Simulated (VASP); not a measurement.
# AlN (F-43m) in VASP: single point with PBE

Aim: the single point of AlN with PBE.

Program: VASP 6.6.1. These are calculated values, not measurements. Logs are shortened: lines on timing, memory, paths and dates and some standing lists are left out, and cuts for length are marked.

## Step 1: The cell of the first run

The structure is cubic, space group F-43m (No. 216). The conventional cell has a = 4.368 Å, b = 4.368 Å, c = 4.368 Å, α = 90.00°, β = 90.00°, γ = 90.00°. Al (site symmetry -43m) has 4 N at 1.89 Å within 2.5 Å. N (site symmetry -43m) has 4 Al at 1.89 Å within 2.5 Å.

## Step 2: Single point, PBE

INCAR reads:

```
SYSTEM = AlN
PREC = Accurate ; ENCUT = 520
EDIFF = 1E-6 ; ISMEAR = 0
SIGMA = 0.05 ; LREAL = Auto
LASPH = .True. ; NELM = 80
ALGO = Normal ; ISIF = 2
LWAVE = .False. ; LCHARG = .False.
GGA = PE ; NBANDS = 141
```

KPOINTS reads:

```
regular mesh
0
Gamma
  2 2 2
  0 0 0
```

POSCAR reads:

```
AlN
1.0
    0.0000000000      6.5519810000      6.5519810000
    6.5519810000      0.0000000000      6.5519810000
    6.5519810000      6.5519810000      0.0000000000
Al N
27 27
Direct
    0.0000000000      0.0000000000      0.0000000000
    0.0000000000      0.0000000000      0.3333330000
    0.0000000000      0.0000000000      0.6666670000
    0.0000000000      0.3333330000      0.0000000000
    0.0000000000      0.3333330000      0.3333330000
    0.0000000000      0.3333330000      0.6666670000
    0.0000000000      0.6666670000      0.0000000000
    0.0000000000      0.6666670000      0.3333330000
    0.0000000000      0.6666670000      0.6666670000
    0.3333330000      0.0000000000      0.0000000000
    0.3333330000      0.0000000000      0.3333330000
    0.3333330000      0.0000000000      0.6666670000
    0.3333330000      0.3333330000      0.0000000000
    0.3333330000      0.3333330000      0.3333330000
    0.3333330000      0.3333330000      0.6666670000
    0.3333330000      0.6666670000      0.0000000000
    0.3333330000      0.6666670000      0.3333330000
    0.3333330000      0.6666670000      0.6666670000
    0.6666670000      0.0000000000      0.0000000000
    0.6666670000      0.0000000000      0.3333330000
    0.6666670000      0.0000000000      0.6666670000
    0.6666670000      0.3333330000      0.0000000000
    0.6666670000      0.3333330000      0.3333330000
    0.6666670000      0.3333330000      0.6666670000
    0.6666670000      0.6666670000      0.0000000000
    0.6666670000      0.6666670000      0.3333330000
    0.6666670000      0.6666670000      0.6666670000
    0.2500000000      0.2500000000      0.2500000000
    0.2500000000      0.2500000000      0.5833330000
    0.2500000000      0.2500000000      0.9166670000
    0.2500000000      0.5833330000      0.2500000000
    0.2500000000      0.5833330000      0.5833330000
    0.2500000000      0.5833330000      0.9166670000
    0.2500000000      0.9166670000      0.2500000000
    0.2500000000      0.9166670000      0.5833330000
    0.2500000000      0.9166670000      0.9166670000
    0.5833330000      0.2500000000      0.2500000000
    0.5833330000      0.2500000000      0.5833330000
    0.5833330000      0.2500000000      0.9166670000
    0.5833330000      0.5833330000      0.2500000000
    0.5833330000      0.5833330000      0.5833330000
    0.5833330000      0.5833330000      0.9166670000
    0.5833330000      0.9166670000      0.2500000000
    0.5833330000      0.9166670000      0.5833330000
    0.5833330000      0.9166670000      0.9166670000
    0.9166670000      0.2500000000      0.2500000000
    0.9166670000      0.2500000000      0.5833330000
    0.9166670000      0.2500000000      0.9166670000
    0.9166670000      0.5833330000      0.2500000000
    0.9166670000      0.5833330000      0.5833330000
    0.9166670000      0.5833330000      0.9166670000
    0.9166670000      0.9166670000      0.2500000000
    0.9166670000      0.9166670000      0.5833330000
    0.9166670000      0.9166670000      0.9166670000
```

Potentials or basis: VASP PAW PBE potentials, release 64 (Al, N).

Command:

```console
$ cat potpaw_PBE.64/Al/POTCAR potpaw_PBE.64/N/POTCAR > POTCAR
$ mpirun -np 1 vasp_std > vasp.out
```

OUTCAR:

```text
SYSTEM = AlN
   PREC = Accurate
   ENCUT = 520
   EDIFF = 1E-6
   ISMEAR = 0
   LREAL = Auto
   LASPH = .True.
   NELM = 80
   ISIF = 2
   GGA = PE

 ion  position               nearest neighbor table
   1  0.000  0.000  0.000-  54 1.89  48 1.89  52 1.89  36 1.89   7 3.09   8 3.09  10 3.09  12 3.09
                            16 3.09  19 3.09  20 3.09  22 3.09   2 3.09   3 3.09   4 3.09   6 3.09
   2  0.000  0.000  0.333-  52 1.89  46 1.89  34 1.89  53 1.89  10 3.09  11 3.09  17 3.09  20 3.09
                            23 3.09   1 3.09   4 3.09   5 3.09   8 3.09  21 3.09   9 3.09   3 3.09
   3  0.000  0.000  0.667-  35 1.89  47 1.89  53 1.89  54 1.89  12 3.09  18 3.09  19 3.09  21 3.09
                            24 3.09   1 3.09   6 3.09   7 3.09   9 3.09  11 3.09   5 3.09   2 3.09
   4  0.000  0.333  0.000-  48 1.89  46 1.89  30 1.89  51 1.89  10 3.09  13 3.09  15 3.09  22 3.09
                            23 3.09   1 3.09   2 3.09   5 3.09   6 3.09   9 3.09  25 3.09   7 3.09
   5  0.000  0.333  0.333-  46 1.89  28 1.89  47 1.89  49 1.89  14 3.09  23 3.09   2 3.09   4 3.09
                            11 3.09  13 3.09   3 3.09   7 3.09  24 3.09  26 3.09   6 3.09   8 3.09
   6  0.000  0.333  0.667-  29 1.89  47 1.89  48 1.89  50 1.89  15 3.09  22 3.09  24 3.09   1 3.09
                             3 3.09   4 3.09  12 3.09  14 3.09  27 3.09   8 3.09   9 3.09   5 3.09
   7  0.000  0.667  0.000-  33 1.89  49 1.89  51 1.89  54 1.89  16 3.09  18 3.09  19 3.09  25 3.09
                            26 3.09   1 3.09   3 3.09   8 3.09   9 3.09  13 3.09   5 3.09   4 3.09
   8  0.000  0.667  0.333-  31 1.89  49 1.89  50 1.89  52 1.89  17 3.09  20 3.09  26 3.09   1 3.09
                             2 3.09   7 3.09  16 3.09  14 3.09  27 3.09   5 3.09   9 3.09   6 3.09
   9  0.000  0.667  0.667-  51 1.89  53 1.89  32 1.89  50 1.89  25 3.09  27 3.09   3 3.09   7 3.09
[... 70 lines left out ...]
 A1 = (   0.0000000000,   6.5519810000,   6.5519810000)
 A2 = (   6.5519810000,   0.0000000000,   6.5519810000)
 A3 = (   6.5519810000,   6.5519810000,   0.0000000000)

Analysis of symmetry for initial positions (statically):
=====================================================================
 Subroutine PRICEL returns following result:

  LATTYP: Found a face centered cubic cell.
 ALAT       =     4.3679829653

  Lattice vectors:

 A1 = (   0.0000000000,   2.1839914827,   2.1839914827)
 A2 = (   2.1839914827,   0.0000000000,   2.1839914827)
 A3 = (   2.1839914827,   2.1839914827,   0.0000000000)

  27 primitive cells build up your supercell.

 Routine SETGRP: Setting up the symmetry group for a
 face centered cubic supercell.

 Subroutine GETGRP returns: Found 24 space group operations
 (whereof 24 operations were pure point group operations)
 out of a pool of 48 trial point group operations.

The static configuration has the point symmetry T_d .

Analysis of symmetry for dynamics (positions and initial velocities):
=====================================================================
 Subroutine PRICEL returns following result:

  LATTYP: Found a face centered cubic cell.
 ALAT       =     4.3679829653

  Lattice vectors:

 A1 = (   0.0000000000,   2.1839914827,   2.1839914827)
 A2 = (   2.1839914827,   0.0000000000,   2.1839914827)
 A3 = (   2.1839914827,   2.1839914827,   0.0000000000)

  27 primitive cells build up your supercell.

 Routine SETGRP: Setting up the symmetry group for a
 face centered cubic supercell.

 Subroutine GETGRP returns: Found 24 space group operations
 (whereof 24 operations were pure point group operations)
 out of a pool of 48 trial point group operations.

The dynamic configuration has the point symmetry T_d .

 Subroutine INISYM returns: Found 24 space group operations
 (whereof 24 operations are pure point group operations),
 and found    27 'primitive' translations

----------------------------------------------------------------------------------------

                                     Primitive cell

  volume of cell :      20.8345

  direct lattice vectors                    reciprocal lattice vectors
     0.000000000  2.183991483  2.183991483    -0.228938622  0.228938622  0.228938622
     2.183991483  0.000000000  2.183991483     0.228938622 -0.228938622  0.228938622
     2.183991483  2.183991483  0.000000000     0.228938622  0.228938622 -0.228938622

  length of vectors
     3.088630375  3.088630375  3.088630375     0.396533325  0.396533325  0.396533325

  position of ions in fractional coordinates (direct lattice)
     0.000000000  0.000000000  0.000000000
     0.750003750  0.750003750  0.750003750

  ion indices of the primitive-cell ions
   primitive index   ion index
                 1           1
                 2          54

----------------------------------------------------------------------------------------

 KPOINTS: regular mesh

Automatic generation of k-mesh.
 Grid dimensions read from file:
 generate k-points for:    2    2    2

 Generating k-lattice:

  Cartesian coordinates                     Fractional coordinates (reciprocal lattice)
    -0.038156399  0.038156399  0.038156399     0.500000000  0.000000000  0.000000000
     0.038156399 -0.038156399  0.038156399     0.000000000  0.500000000  0.000000000
     0.038156399  0.038156399 -0.038156399     0.000000000  0.000000000  0.500000000

  Length of vectors
     0.066088821  0.066088821  0.066088821

  Shift w.r.t. Gamma in fractional coordinates (k-lattice)
     0.000000000  0.000000000  0.000000000

 Subroutine IBZKPT returns following result:
 ===========================================

 Found      3 irreducible k-points:

 Following reciprocal coordinates:
            Coordinates               Weight
  0.000000  0.000000  0.000000      1.000000
  0.500000  0.000000  0.000000      4.000000
  0.500000  0.500000  0.000000      3.000000
   k-points           NKPTS =      3   k-points in BZ     NKDIM =      3   number of bands    NBANDS=    141
   number of dos      NEDOS =    301   number of ions     NIONS =     54
   total plane-waves  NPLWV = 343000
   dimension x,y,z NGX =    70 NGY =   70 NGZ =   70
   dimension x,y,z NGXF=   140 NGYF=  140 NGZF=  140
   ions per type =              27  27
   NGX,Y,Z   is equivalent  to a cutoff of  12.56, 12.56, 12.56 a.u.
   NGXF,Y,Z  is equivalent  to a cutoff of  25.12, 25.12, 25.12 a.u.
 SYSTEM =  AlN
   PREC   = accura    normal or accurate (medium, high low for compatibility)
   ISTART =      0    job   : 0-new  1-cont  2-samecut
   ICHARG =      2    charge: 1-file 2-atom 10-const
   ISPIN  =      1    spin polarized calculation?
   LNONCOLLINEAR =      F non collinear calculations
   LSORBIT =      F    spin-orbit coupling
   LASPH  =      T    aspherical Exc in radial PAW
   ENCUT  =  520.0 eV  38.22 Ry    6.18 a.u.  17.23 17.23 17.23*2*pi/ulx,y,z
   NELM   =     80;   NELMIN=  2; NELMDL= -5     # of ELM steps
   EDIFF  = 0.1E-05   stopping-criterion for ELM
   LREAL  =      T    real-space projection
   EDIFFG = 0.1E-04   stopping-criterion for IOM
   NSW    =      0    number of steps for IOM
   IBRION =     -1    ionic relax: 0-MD 1-quasi-New 2-CG
   NFREE  =      0    steps in history (QN), initial steepest desc. (CG)
   ISIF   =      2    stress and relaxation
   ISYM   =      2    0-nonsym 1-usesym 2-fastsym
   POTIM  = 0.5000    time-step for ionic-motion
   TEBEG  =    0.0;   TEEND  =   0.0 temperature during run
   PSTRESS=    0.0 pullay stress
   NELECT =     216.0000    total number of electrons
   NUPDOWN=      -1.0000    fix difference up-down
   EMIN   =  10.00;   EMAX   =-10.00  energy-range for DOS
   EFERMI =   0.00;   METHOD = LEGACY
   ISMEAR =     0;   SIGMA  =   0.05  broadening in eV -4-tet -1-fermi 0-gaus
   EFERMI_NEDOS =   21; number of points for ismear=-14 and -15
   IALGO  =     38    algorithm
   IMIX   =      4    mixing-type and parameters
     AMIX     =   0.40;   BMIX     =  1.00
     AMIX_MAG =   1.60;   BMIX_MAG =  1.00
  volume/ion in A,a.u.               =      10.42        70.30
  Fermi-wavevector in a.u.,A,eV,Ry     =   1.189899  2.248583 19.263942  1.415860
  Thomas-Fermi vector in A             =   2.325996
   LORBIT       =      0    0 simple, 1 ext, 2 COOP (PROOUT), +10 PAW based schemes
   GGA     = PE    functional components
   LHFCALC =     F    Hartree Fock is set to
   AEXX    =    0.0000 exact exchange contribution
   IVDW    =     0    specifies the selected vdW correction
   LEPSILON=     F    determine dielectric tensor
   LRPA    =     F    only Hartree local field effects (RPA)
 non-spin polarized calculation
 Gauss-broadening in eV      SIGMA  =   0.05
  energy-cutoff  :      520.00
  volume of cell :      562.53
 maximum number of plane-waves:     15156
 NGX is ok and might be reduce to    70
   NGX = 35   NGY = 35   NGZ = 35

 number of electron     216.0000001 magnetization

 Free energy of the ion-electron system (eV)
  ---------------------------------------------------
  ext. energy  EPLUGINS =         0.00000000
  ---------------------------------------------------
  free energy    TOTEN  =      -400.64960476 eV

  energy without entropy =     -400.64960476  energy(sigma->0) =     -400.64960476

 E-fermi :   6.2177     XC(G=0): -10.9330

 val. band max:        5.9720186772   @ k =   0.0000   0.0000   0.0000
 cond. band min:       9.2883126527   @ k =   0.5000   0.5000   0.0000
 fundamental gap:      3.3162939755
 Fermi energy:         6.2176606456

 k-point     1 :       0.0000    0.0000    0.0000
  band No.  band energies     occupation
      1      -9.0093      2.00000
      2      -7.6255      2.00000
      3      -7.6255      2.00000
      4      -7.6255      2.00000
      5      -7.6255      2.00000
      6      -7.6255      2.00000
[... 358 lines left out ...]
    119      12.4025      0.00000
    120      12.4026      0.00000
 [bands above 120 left out]

------------------------ aborting loop because EDIFF is reached ----------------------------------------

  FORCE on cell =-STRESS in cart. coord.  units (eV):
  Direction    XX          YY          ZZ          XY          YZ          ZX
  --------------------------------------------------------------------------------------
  -------------------------------------------------------------------------------------
  Total       16.1472704     16.1472704     16.1472704      0.0000000     -0.0000000      0.0000000
  in kB       45.9898314     45.9898314     45.9898314      0.0000000     -0.0000000      0.0000000
  external PRESSURE =      45.9898314 kB  Pullay stress =       0.0000000 kB

 VOLUME and BASIS-vectors are now :
 -----------------------------------------------------------------------------
  energy-cutoff  :      520.00
  volume of cell :      562.53
      direct lattice vectors                 reciprocal lattice vectors
     0.000000000  6.551981000  6.551981000    -0.076312798  0.076312798  0.076312798
     6.551981000  0.000000000  6.551981000     0.076312798 -0.076312798  0.076312798
     6.551981000  6.551981000  0.000000000     0.076312798  0.076312798 -0.076312798

 POSITION                                       TOTAL-FORCE (eV/Angst)
 -----------------------------------------------------------------------------------
      0.00000      0.00000      0.00000         0.000000      0.000000      0.000000
      2.18399      2.18399      0.00000        -0.000000      0.000000      0.000000
      4.36799      4.36799      0.00000         0.000000      0.000000      0.000000
      2.18399      0.00000      2.18399        -0.000000      0.000000      0.000000
      4.36798      2.18399      2.18399        -0.000000      0.000000      0.000000
      6.55198      4.36799      2.18399         0.000000      0.000000      0.000000
[... 46 lines left out ...]
      9.82797      9.82797     12.01197         0.000000     -0.000000      0.000000
     12.01197     12.01197     12.01197        -0.000000     -0.000000     -0.000000
 -----------------------------------------------------------------------------------
    total drift:                               -0.000005     -0.000005     -0.000005

  FREE ENERGIE OF THE ION-ELECTRON SYSTEM (eV)
  ---------------------------------------------------
  free  energy   TOTEN  =      -400.6496047594 eV

  energy  without entropy=     -400.6496047594  energy(sigma->0) =     -400.64960476
```

Wall time 17 min (1 thread of AMD EPYC 7R13, shared host); peak memory 0.71 GiB.

Results:

| Property | Result |
| --- | --- |
| Free energy | -400.6496 eV |
| Pressure | 4.6 GPa |
| Band gap on the k mesh | 3.32 eV |

A k mesh can miss the band edges. As with any semilocal functional, this PBE gap is likely too small.
